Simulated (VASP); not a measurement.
Runs of VASP 6.6.1 on TiO3. The structure is that of space group Pm-3m (No. 221), or close to it. The cells are those of the table. 

```csv
task,spin,cell,k mesh,cutoff (eV),gap on the mesh (eV),pressure (GPa),relaxed volume (Å³/atom)
single point,off,"a = 3.183 Å, 4 atoms",14 × 14 × 14,520,none,1.1,-
single point,off,"a = 3.182 Å, 4 atoms",6 × 6 × 6,520,none,1.2,-
single point,collinear,"a = 3.312 Å, 4 atoms",6 × 6 × 6,520,none,(a),-
relaxation of cell and atoms,off,"relaxed from a = 3.182 Å, 4 atoms",14 × 14 × 14,600,none,0.0,8.09
relaxation of cell and atoms,off,"relaxed from a = 3.312 Å, 4 atoms",6 × 6 × 6,600,none,-0.3,8.09
```

Alike in all rows: level r2SCAN; potentials or basis VASP PAW PBE potentials, release 64 (Ti_sv, O); smearing gaussian 0.1 eV.

Problem. Estimate the missing entries.

Solution. (a) -23.1.

Caveats: the PAW data sets were made with another functional, which shifts forces and pressure a little; semilocal functionals often make such compounds metallic where correlation or magnetic order opens a gap, which also shifts bond lengths; the cell stands under tension (at least some runs).

A gap of «none» marks levels without a gap at the run's occupations.
